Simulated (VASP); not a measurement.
**FeO: single point with LDA+U**

FeO:

```
Fe O
1.0
     1.51768    0.87623    2.51579
    -1.51768    0.87623    2.51579
     0.00000   -1.75247    2.51579
Fe O
1 1
Direct
  0.00000 0.00000 0.00000
  0.50000 0.50000 0.50000
```

```
Program                 : VASP 6.6.1
Task                    : single point
Functional              : LDA
Potentials or basis     : VASP PAW LDA potentials, release 64 (Fe, O)
Cutoff                  : 520 eV
k mesh                  : 11 × 11 × 11
Occupations             : fermi-dirac, width 0.05 eV
Spin                    : collinear spin, ferromagnetic start
Starting moments        : [3.0, 0.0] μB
Hubbard terms           : Fe d U = 4.0 eV
Dipole correction       : no
k mesh for the DOS      : 17 × 17 × 17
Occupations for the DOS : tetrahedron
Further INCAR settings  : ALGO = Normal; EDIFF = 1e-06; NBANDS = 18
```

The net moment is 4.00 μB per cell. The site moments are Fe +3.78; O +0.22 μB and the valence electrons inside the program's atomic spheres are Fe 6.77; O 4.97.

Levels at points of the mesh, in eV from the Fermi level:
Spin up:
```
           k point  band 6  band 7  band 8  band 9  band 10  band 11  band 12  band 13
(0.00, 0.00, 0.00)   -6.10   -4.05   -3.95   -3.95    -0.21    14.87    14.93    15.25
```
Spin down:
```tsv
k point	band 2	band 3	band 4	band 5	band 6	band 7	band 8	band 9
(0.00, 0.00, 0.00)	-3.60	-3.50	-3.50	-0.80	-0.70	-0.70	0.50	0.77
```

Eigenvalues of the final occupation matrices:
| site | spin | trace | eigenvalues |
| --- | --- | --- | --- |
| site 1 d | 1 | 4.93 | 0.97 0.97 0.97 1.02 1.02 |
| site 1 d | 2 | 1.19 | 0.12 0.12 0.32 0.32 0.32 |

Wall time 3.5 min on 1 thread of Intel(R) Xeon(R) 6975P-C (Granite Rapids) (shared host), peak memory 0.36 GiB.

Caveat: a cell with one magnetic atom can't hold antiferromagnetic order, which such compounds often take. The state reached can hang on the start; a lower one may exist.
